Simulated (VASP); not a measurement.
## AlN: single point with r2SCAN

The system is AlN.

```xyz
32
Lattice="6.2134 0.0000 0.0000 -3.1067 5.3810 0.0000 0.0000 0.0000 9.9572" Properties=species:S:1:pos:R:3 pbc="T T T"
Al    0.0587    1.8965   -0.1152
Al    1.4796    0.8904    2.5054
Al    0.1344    1.7306    5.0326
Al    1.6587    0.9467    7.4361
Al   -1.6195    4.4638   -0.0238
Al   -0.1336    3.6297    2.5282
Al   -1.7007    4.5077    5.0038
Al   -0.0262    3.5951    7.4374
Al    3.1535    1.6742   -0.0003
Al    4.8206    0.8168    2.4311
Al    3.2419    1.7574    4.8903
Al    4.7025    0.8579    7.5117
Al    1.4875    4.4861    0.0186
Al    3.0564    3.5813    2.5157
Al    1.4904    4.3470    5.0052
Al    3.0747    3.6044    7.4566
N     0.0044    1.8376    1.8261
N     1.6987    0.9298    4.3689
N     0.0813    1.7930    7.0063
N     1.5664    0.8848    9.3234
N    -1.6576    4.5500    1.9332
N    -0.1163    3.5938    4.5012
N    -1.6516    4.5716    6.9063
N    -0.0174    3.6725    9.3142
N     3.1730    1.8905    1.9215
N     4.7721    0.8577    4.3477
N     3.1865    1.8116    6.8380
N     4.6404    1.0001    9.3487
N     1.4648    4.4755    1.9800
N     3.0811    3.5943    4.3756
N     1.5310    4.5011    6.7831
N     3.0476    3.5884    9.3906
```

| Item | Value |
| --- | --- |
| Program | VASP 6.6.1 |
| Task | single point |
| Functional | r2SCAN |
| Potentials or basis | VASP PAW PBE potentials, release 64 (Al, N) |
| Cutoff | 520 eV |
| k mesh | 3 × 3 × 2 |
| Occupations | fermi-dirac, width 0.069 eV |
| Spin | no spin polarisation |

* Pressure: 0.7 GPa
* Largest force: 3.946 eV/Å
* Band gap on the k mesh: 4.55 eV

Forces on the atoms (eV/Å):
```
Al  -0.306 -1.222  0.842
Al   2.001  1.836 -0.668
Al  -1.767  0.828 -0.019
Al  -0.395 -0.395  0.723
Al  -0.158  0.740  0.249
Al   0.633 -0.540  0.505
Al   1.991  0.232  0.380
Al  -0.382  0.857 -0.556
Al  -2.294  2.891  1.398
Al  -2.517  2.125  1.123
Al   0.394  0.492  0.628
Al  -0.070  0.749 -1.303
Al   1.209  0.487  0.389
Al  -0.203  0.236 -0.421
Al   0.359  2.118 -1.750
Al   0.010 -0.191  0.435
N    0.474  0.382  0.044
N   -1.994 -0.762  0.368
N   -0.767  0.117 -1.525
N    0.254  0.088  0.623
N    0.494 -0.831 -0.840
N    0.437 -1.024 -1.083
N    1.135 -1.104 -0.522
N   -0.436 -0.216  0.349
N   -0.447 -2.829 -0.520
N    0.625 -0.542  0.445
N    0.205  0.078 -0.142
N    2.141 -2.323  0.114
N    0.195 -0.763 -1.539
N   -0.515 -0.753  0.266
N   -0.062 -0.425  2.551
N   -0.244 -0.334 -0.544
```

Stress tensor (GPa, compression positive):
```
 1.16  0.51  0.17
 0.51  1.36  1.92
 0.17  1.92 -0.44
```

Levels at points of the mesh, in eV from the valence-band top:
```csv
k point,band 62,band 63,band 64,band 65,band 66,band 67
"(0.00, 0.00, 0.00)",-0.24,-0.19,0.00,4.55,5.47,5.54
"(0.00, 0.00, 0.50)",-0.37,-0.22,-0.20,5.12,5.26,5.36
```

It took 18 min on 1 thread of AMD EPYC 9R45 96-Core Processor (Zen 5), on a shared host, peak memory 0.54 GiB.

Caveat: the atoms stand as in a frame of molecular dynamics; the PAW data sets were made with another functional, which shifts forces and pressure a little. r2SCAN opens gaps a little over a GGA but as a rule still falls short of measured ones.
